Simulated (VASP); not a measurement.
# LaB6 (Pm-3m) in VASP: notebook

LaB6 is run at these levels: LDA; tasks: single point, relaxation of cell and atoms.

All numbers are computed with VASP 6.6.1; they aren't measurements. Logs are shortened: lines on timing, memory, paths and dates and some standing lists are left out, and cuts for length are marked.

## (1) The cell of the first run

It takes space group Pm-3m (No. 221, cubic). The conventional cell has a = 4.098 Å, b = 4.098 Å, c = 4.098 Å, α = 90.00°, β = 90.00°, γ = 90.00°. La (site symmetry m-3m) has 24 B at 3.01 Å and 6 La at 4.10 Å within 4.1 Å. Within 2.2 Å of B (site symmetry 4mm) lie 5 B at 1.64 to 1.74 Å.

## (2) Single point, LDA

Input file INCAR:

```
  ALGO = Normal
  EDIFF = 1E-7
  ENCUT = 520
  ISIF = 2
  ISMEAR = 0
  LASPH = True
  LCHARG = True
  LELF = True
  LREAL = False
  LVHAR = True
  LWAVE = False
  NBANDS = 24
  NELM = 100
  PREC = Accurate
  SIGMA = 0.1
```

Input file KPOINTS:

```
k-points
0
Gamma
  8 8 8
```

Input file POSCAR:

```
LaB6
1.0
    4.0980047398      0.0000000000      0.0000000000
    0.0000000000      4.0980047398      0.0000000000
    0.0000000000      0.0000000000      4.0980047398
La B
1 6
Direct
    0.0000000000      0.0000000000      0.0000000000
    0.1999251782      0.5000000000      0.5000000000
    0.5000000000      0.1999251782      0.5000000000
    0.8000748218      0.5000000000      0.5000000000
    0.5000000000      0.8000748218      0.5000000000
    0.5000000000      0.5000000000      0.1999251782
    0.5000000000      0.5000000000      0.8000748218
```

Potentials or basis: VASP PAW LDA potentials, release 64 (La, B).

Command:

```bash
$ cat potpaw_LDA.64/La/POTCAR potpaw_LDA.64/B/POTCAR > POTCAR
$ mpirun -np 1 vasp_std > vasp.out
```

OUTCAR:

```text
EDIFF = 1E-7
   ENCUT = 520
   ISIF = 2
   ISMEAR = 0
   LASPH = True
   LREAL = False
   NELM = 100
   PREC = Accurate

 ion  position               nearest neighbor table
   1  0.000  0.000  0.000-
   2  0.200  0.500  0.500-   4 1.64   3 1.74   5 1.74   6 1.74   7 1.74
   3  0.500  0.200  0.500-   5 1.64   4 1.74   2 1.74   6 1.74   7 1.74
   4  0.800  0.500  0.500-   2 1.64   3 1.74   5 1.74   6 1.74   7 1.74
   5  0.500  0.800  0.500-   3 1.64   2 1.74   4 1.74   6 1.74   7 1.74
   6  0.500  0.500  0.200-   7 1.64   3 1.74   4 1.74   5 1.74   2 1.74
   7  0.500  0.500  0.800-   6 1.64   3 1.74   4 1.74   5 1.74   2 1.74

  LATTYP: Found a simple cubic cell.
 ALAT       =     4.0980047398

  Lattice vectors:

 A1 = (   4.0980047398,   0.0000000000,   0.0000000000)
 A2 = (   0.0000000000,   4.0980047398,   0.0000000000)
 A3 = (   0.0000000000,   0.0000000000,   4.0980047398)

Analysis of symmetry for initial positions (statically):
=====================================================================
 Subroutine PRICEL returns:
 Original cell was already a primitive cell.

 Routine SETGRP: Setting up the symmetry group for a
 simple cubic supercell.

 Subroutine GETGRP returns: Found 48 space group operations
 (whereof 48 operations were pure point group operations)
 out of a pool of 48 trial point group operations.

The static configuration has the point symmetry O_h .

Analysis of symmetry for dynamics (positions and initial velocities):
=====================================================================
 Subroutine PRICEL returns:
 Original cell was already a primitive cell.

 Routine SETGRP: Setting up the symmetry group for a
 simple cubic supercell.

 Subroutine GETGRP returns: Found 48 space group operations
 (whereof 48 operations were pure point group operations)
 out of a pool of 48 trial point group operations.

The dynamic configuration has the point symmetry O_h .

 Subroutine INISYM returns: Found 48 space group operations
 (whereof 48 operations are pure point group operations),
 and found     1 'primitive' translations

----------------------------------------------------------------------------------------

                                     Primitive cell

  volume of cell :      68.8204

  direct lattice vectors                    reciprocal lattice vectors
     4.098004740  0.000000000  0.000000000     0.244021192  0.000000000  0.000000000
     0.000000000  4.098004740  0.000000000     0.000000000  0.244021192  0.000000000
     0.000000000  0.000000000  4.098004740     0.000000000  0.000000000  0.244021192

  length of vectors
     4.098004740  4.098004740  4.098004740     0.244021192  0.244021192  0.244021192

  position of ions in fractional coordinates (direct lattice)
     0.000000000  0.000000000  0.000000000
     0.199925178  0.500000000  0.500000000
     0.500000000  0.199925178  0.500000000
     0.800074822  0.500000000  0.500000000
     0.500000000  0.800074822  0.500000000
     0.500000000  0.500000000  0.199925178
     0.500000000  0.500000000  0.800074822

  ion indices of the primitive-cell ions
   primitive index   ion index
                 1           1
                 2           2
                 3           3
                 4           4
                 5           5
                 6           6
                 7           7

----------------------------------------------------------------------------------------

 KPOINTS: k-points

Automatic generation of k-mesh.
 Grid dimensions read from file:
 generate k-points for:    8    8    8

 Generating k-lattice:

  Cartesian coordinates                     Fractional coordinates (reciprocal lattice)
     0.030502649  0.000000000  0.000000000     0.125000000  0.000000000  0.000000000
     0.000000000  0.030502649  0.000000000     0.000000000  0.125000000  0.000000000
     0.000000000  0.000000000  0.030502649     0.000000000  0.000000000  0.125000000

  Length of vectors
     0.030502649  0.030502649  0.030502649

  Shift w.r.t. Gamma in fractional coordinates (k-lattice)
     0.000000000  0.000000000  0.000000000

 Subroutine IBZKPT returns following result:
 ===========================================

 Found     35 irreducible k-points:

 Following reciprocal coordinates:
            Coordinates               Weight
  0.000000  0.000000  0.000000      1.000000
  0.125000  0.000000  0.000000      6.000000
  0.250000  0.000000  0.000000      6.000000
  0.375000  0.000000  0.000000      6.000000
  0.500000  0.000000  0.000000      3.000000
  0.125000  0.125000  0.000000     12.000000
[... 16 lines left out ...]
  0.375000  0.375000  0.125000     24.000000
  0.500000  0.375000  0.125000     24.000000
 [... further k-points ...]
   k-points           NKPTS =     35   k-points in BZ     NKDIM =     35   number of bands    NBANDS=     24
   number of dos      NEDOS =    301   number of ions     NIONS =      7
   total plane-waves  NPLWV =  27000
   dimension x,y,z NGX =    30 NGY =   30 NGZ =   30
   dimension x,y,z NGXF=    60 NGYF=   60 NGZF=   60
   ions per type =               1   6
   NGX,Y,Z   is equivalent  to a cutoff of  12.17, 12.17, 12.17 a.u.
   NGXF,Y,Z  is equivalent  to a cutoff of  24.34, 24.34, 24.34 a.u.
 SYSTEM =  unknown system
   PREC   = accura    normal or accurate (medium, high low for compatibility)
   ISTART =      0    job   : 0-new  1-cont  2-samecut
   ICHARG =      2    charge: 1-file 2-atom 10-const
   ISPIN  =      1    spin polarized calculation?
   LNONCOLLINEAR =      F non collinear calculations
   LSORBIT =      F    spin-orbit coupling
   LASPH  =      T    aspherical Exc in radial PAW
   ENCUT  =  520.0 eV  38.22 Ry    6.18 a.u.   7.62  7.62  7.62*2*pi/ulx,y,z
   NELM   =    100;   NELMIN=  2; NELMDL= -5     # of ELM steps
   EDIFF  = 0.1E-06   stopping-criterion for ELM
   LREAL  =      F    real-space projection
   EDIFFG = 0.1E-05   stopping-criterion for IOM
   NSW    =      0    number of steps for IOM
   IBRION =     -1    ionic relax: 0-MD 1-quasi-New 2-CG
   NFREE  =      0    steps in history (QN), initial steepest desc. (CG)
   ISIF   =      2    stress and relaxation
   ISYM   =      2    0-nonsym 1-usesym 2-fastsym
   POTIM  = 0.5000    time-step for ionic-motion
   TEBEG  =    0.0;   TEEND  =   0.0 temperature during run
   PSTRESS=    0.0 pullay stress
   NELECT =      29.0000    total number of electrons
   NUPDOWN=      -1.0000    fix difference up-down
   EMIN   =  10.00;   EMAX   =-10.00  energy-range for DOS
   EFERMI =   0.00;   METHOD = LEGACY
   ISMEAR =     0;   SIGMA  =   0.10  broadening in eV -4-tet -1-fermi 0-gaus
   EFERMI_NEDOS =   21; number of points for ismear=-14 and -15
   IALGO  =     38    algorithm
   IMIX   =      4    mixing-type and parameters
     AMIX     =   0.40;   BMIX     =  1.00
     AMIX_MAG =   1.60;   BMIX_MAG =  1.00
  volume/ion in A,a.u.               =       9.83        66.35
  Fermi-wavevector in a.u.,A,eV,Ry     =   1.227350  2.319355 20.495648  1.506388
  Thomas-Fermi vector in A             =   2.362316
   LORBIT       =      0    0 simple, 1 ext, 2 COOP (PROOUT), +10 PAW based schemes
   GGA     = CA    functional components
   LHFCALC =     F    Hartree Fock is set to
   AEXX    =    0.0000 exact exchange contribution
   IVDW    =     0    specifies the selected vdW correction
   LEPSILON=     F    determine dielectric tensor
   LRPA    =     F    only Hartree local field effects (RPA)
 non-spin polarized calculation
 Gauss-broadening in eV      SIGMA  =   0.10
  energy-cutoff  :      520.00
  volume of cell :       68.82
 maximum number of plane-waves:      1864
   NGX = 15   NGY = 15   NGZ = 15

 number of electron      29.0000003 magnetization

 Free energy of the ion-electron system (eV)
  ---------------------------------------------------
  ext. energy  EPLUGINS =         0.00000000
  ---------------------------------------------------
  free energy    TOTEN  =       -54.39711022 eV

  energy without entropy =      -54.39363474  energy(sigma->0) =      -54.39537248

 E-fermi :   8.8268     XC(G=0): -11.5964

 val. band max:        8.6968051035   @ k =   0.3750   0.2500   0.1250
 cond. band min:       8.8367520091   @ k =   0.2500   0.2500   0.0000
 fundamental gap:      0.1399469056
 Fermi energy:         8.8267833916

 k-point     1 :       0.0000    0.0000    0.0000
  band No.  band energies     occupation
      1     -23.8474      2.00000
      2      -7.6561      2.00000
      3      -7.6561      2.00000
      4      -7.6561      2.00000
      5      -6.7228      2.00000
      6       0.8576      2.00000
[... 16 lines left out ...]
     23      10.9583      0.00000
     24      12.1684      0.00000

 k-point     2 :       0.1250    0.0000    0.0000
  band No.  band energies     occupation
      1     -23.8429      2.00000
      2      -7.8747      2.00000
      3      -7.6416      2.00000
      4      -7.6416      2.00000
      5      -6.5041      2.00000
      6       0.1341      2.00000
[... 16 lines left out ...]
     23      11.1201      0.00000
     24      12.1377      0.00000

 k-point     3 :       0.2500    0.0000    0.0000
  band No.  band energies     occupation
      1     -23.8320      2.00000
      2      -8.2370      2.00000
      3      -7.6060      2.00000
      4      -7.6060      2.00000
      5      -6.1241      2.00000
      6      -0.7971      2.00000
[... 16 lines left out ...]
     23      11.5856      0.00000
     24      11.6431      0.00000

 k-point     4 :       0.3750    0.0000    0.0000
  band No.  band energies     occupation
      1     -23.8211      2.00000
      2      -8.5107      2.00000
      3      -7.5697      2.00000
      4      -7.5697      2.00000
      5      -5.8012      2.00000
      6      -1.4728      2.00000
[... 16 lines left out ...]
     23      11.1351      0.00000
     24      11.1351      0.00000

 k-point     5 :       0.5000    0.0000    0.0000
  band No.  band energies     occupation
      1     -23.8165      2.00000
      2      -8.6104      2.00000
      3      -7.5544      2.00000
      4      -7.5544      2.00000
      5      -5.6688      2.00000
      6      -1.7267      2.00000
[... 16 lines left out ...]
     23      11.1310      0.00000
     24      11.2599      0.00000

 k-point     6 :       0.1250    0.1250    0.0000
  band No.  band energies     occupation
      1     -23.8384      2.00000
      2      -7.9342      2.00000
      3      -7.7353      2.00000
      4      -7.6274      2.00000
      5      -6.3495      2.00000
      6      -0.0488      2.00000
[... 16 lines left out ...]
     23      11.2037      0.00000
     24      12.3113      0.00000
[... 379 lines left out ...]
 k-point    21 :       0.3750    0.2500    0.1250
  band No.  band energies     occupation
      1     -23.8020      2.00000
      2      -8.2985      2.00000
      3      -7.8949      2.00000
      4      -7.6198      2.00000
      5      -5.9289      2.00000
      6      -0.8855      2.00000
[... 16 lines left out ...]
     23      11.6766      0.00000
     24      12.2075      0.00000

 k-point    22 :       0.5000    0.2500    0.1250
  band No.  band energies     occupation
      1     -23.7976      2.00000
      2      -8.3728      2.00000
      3      -7.8624      2.00000
      4      -7.6019      2.00000
      5      -5.9272      2.00000
      6      -1.0234      2.00000
[... 16 lines left out ...]
     23      11.6610      0.00000
     24      12.6581      0.00000

 k-point    23 :       0.3750    0.3750    0.1250
  band No.  band energies     occupation
      1     -23.7915      2.00000
      2      -8.1899      2.00000
      3      -8.0726      2.00000
      4      -7.5836      2.00000
      5      -6.0412      2.00000
      6      -0.6374      2.00000
[... 16 lines left out ...]
     23      11.7920      0.00000
     24      12.4728      0.00000

 k-point    24 :       0.5000    0.3750    0.1250
  band No.  band energies     occupation
      1     -23.7872      2.00000
      2      -8.2164      2.00000
      3      -8.0630      2.00000
      4      -7.5680      2.00000
      5      -6.0989      2.00000
      6      -0.6234      2.00000
[... 16 lines left out ...]
     23      12.0932      0.00000
     24      12.4904      0.00000

 [... further k-points ...]

------------------------ aborting loop because EDIFF is reached ----------------------------------------

  FORCE on cell =-STRESS in cart. coord.  units (eV):
  Direction    XX          YY          ZZ          XY          YZ          ZX
  --------------------------------------------------------------------------------------
  -------------------------------------------------------------------------------------
  Total        0.0658033      0.0658033      0.0658033     -0.0000000      0.0000000     -0.0000000
  in kB        1.5319366      1.5319366      1.5319366     -0.0000000      0.0000000     -0.0000000
  external PRESSURE =       1.5319366 kB  Pullay stress =       0.0000000 kB

 VOLUME and BASIS-vectors are now :
 -----------------------------------------------------------------------------
  energy-cutoff  :      520.00
  volume of cell :       68.82
      direct lattice vectors                 reciprocal lattice vectors
     4.098004740  0.000000000  0.000000000     0.244021192  0.000000000  0.000000000
     0.000000000  4.098004740  0.000000000     0.000000000  0.244021192  0.000000000
     0.000000000  0.000000000  4.098004740     0.000000000  0.000000000  0.244021192

 POSITION                                       TOTAL-FORCE (eV/Angst)
 -----------------------------------------------------------------------------------
      0.00000      0.00000      0.00000         0.000000      0.000000      0.000000
      0.81929      2.04900      2.04900        -0.022900      0.000000      0.000000
      2.04900      0.81929      2.04900         0.000000     -0.022900     -0.000000
      3.27871      2.04900      2.04900         0.022900      0.000000      0.000000
      2.04900      3.27871      2.04900        -0.000000      0.022900     -0.000000
      2.04900      2.04900      0.81929         0.000000     -0.000000     -0.022900
      2.04900      2.04900      3.27871        -0.000000     -0.000000      0.022900
 -----------------------------------------------------------------------------------
    total drift:                               -0.000000      0.000000     -0.000000

  FREE ENERGIE OF THE ION-ELECTRON SYSTEM (eV)
  ---------------------------------------------------
  free  energy   TOTEN  =       -54.3971102237 eV

  energy  without entropy=      -54.3936347410  energy(sigma->0) =      -54.39537248
```

It took 79 s on 1 thread of Intel Xeon 8259CL, shared host; peak memory 0.2 GiB.

What came out:

```
Free energy            : -54.3971 eV
Pressure               : 0.2 GPa
Largest force          : 0.023 eV/Å
Band gap on the k mesh : zero (an odd number of electrons rules out a gap without spin polarisation)
```

Forces in eV/Å, atoms in the order of the input:
```
La   0.000  0.000  0.000
B   -0.023  0.000  0.000
B    0.000 -0.023  0.000
B    0.023  0.000  0.000
B    0.000  0.023  0.000
B    0.000  0.000 -0.023
B    0.000  0.000  0.023
```

Caveat: spin-orbit coupling is left out, which moves the levels of the heavy elements.

## (3) Relaxation of cell and atoms, LDA

This run uses another cell than the first one, of 10.25 Å³/atom.

Input file INCAR:

```
SYSTEM = LaB6
PREC = Accurate
ENCUT = 600
EDIFF = 1E-7
ISMEAR = 0
SIGMA = 0.1
LREAL = .FALSE.
LASPH = .TRUE.
NELM = 60
ALGO = Normal
ISIF = 3
LWAVE = .FALSE.
LCHARG = .FALSE.
IBRION = 2
NSW = 70
EDIFFG = -0.005
```

Input file KPOINTS:

```
Automatic mesh
0
G
  8 8 8
  0 0 0
```

Input file POSCAR:

```
LaB6
1.0
    4.1546927964      0.0000000000      0.0000000000
    0.0000000000      4.1546927964      0.0000000000
    0.0000000000      0.0000000000      4.1546927964
La B
1 6
Direct
    0.0000000000      0.0000000000      0.0000000000
    0.1998272937      0.5000000000      0.5000000000
    0.5000000000      0.1998272937      0.5000000000
    0.8001727063      0.5000000000      0.5000000000
    0.5000000000      0.8001727063      0.5000000000
    0.5000000000      0.5000000000      0.1998272937
    0.5000000000      0.5000000000      0.8001727063
```

Potentials or basis: VASP PAW LDA potentials, release 64 (La, B).

Command:

```bash
$ cat potpaw_LDA.64/La/POTCAR potpaw_LDA.64/B/POTCAR > POTCAR
$ mpirun -np 1 vasp_std > vasp.out
```

Run time: 4.4 min. Hardware: 1 thread of Intel Xeon 8259CL, shared host; peak memory 0.23 GiB.

The run converged. Its results:

```
Free energy                           : -54.4039 eV
Relaxed volume                        : 9.84 Å³/atom
Relaxed cell                          : a = 4.099 Å, b = 4.099 Å, c = 4.099 Å, α = 90.00°, β = 90.00°, γ = 90.00°
Space group after relaxing (to 0.1 Å) : Pm-3m (No. 221)
Energy gained by relaxing             : 9.5 meV/atom
Ionic steps                           : 5
Pressure after relaxing               : 0.0 GPa
Band gap on the k mesh                : zero (an odd number of electrons rules out a gap without spin polarisation)
```

The path:
```tsv
step	energy change (eV)	largest force (eV/Å)	pressure (GPa)	volume (Å³)
1	0.0000	0.1499	-7.23	71.72
2	-0.0205	0.6142	5.91	67.02
3	-0.0633	0.2450	-0.40	69.08
4	-0.0576	0.4261	0.62	68.54
5	-0.0664	0.0013	-0.04	68.88
```

Final structure:
```xyz
7
Lattice="4.0992 0.0000 0.0000 0.0000 4.0992 0.0000 0.0000 0.0000 4.0992" Properties=species:S:1:pos:R:3 pbc="T T T"
La    0.0000    0.0000    0.0000
B     0.8192    2.0496    2.0496
B     2.0496    0.8192    2.0496
B     3.2800    2.0496    2.0496
B     2.0496    3.2800    2.0496
B     2.0496    2.0496    0.8192
B     2.0496    2.0496    3.2800
```

Levels at points of the mesh, in eV from the Fermi level:
| k point | band 10 | band 11 | band 12 | band 13 | band 14 | band 15 | band 16 | band 17 | band 18 |
| --- | --- | --- | --- | --- | --- | --- | --- | --- | --- |
| (0.00, 0.00, 0.00) | -6.82 | -6.82 | -1.81 | -1.81 | -1.81 | 0.27 | 0.27 | 0.27 | 1.68 |
| (0.50, 0.00, 0.00) | -6.25 | -3.40 | -3.40 | -3.13 | -2.50 | -1.42 | 1.55 | 1.77 | 1.77 |
| (0.50, 0.50, 0.00) | -6.21 | -4.47 | -4.47 | -2.82 | -2.82 | 1.12 | 1.12 | 2.05 | 2.09 |
| (0.50, 0.50, 0.50) | -4.61 | -4.61 | -2.32 | -2.32 | -2.32 | 1.55 | 1.86 | 1.86 | 1.86 |

Caveat: spin-orbit coupling is left out, which moves the levels of the heavy elements. Zero-point motion and thermal expansion aren't in these numbers.
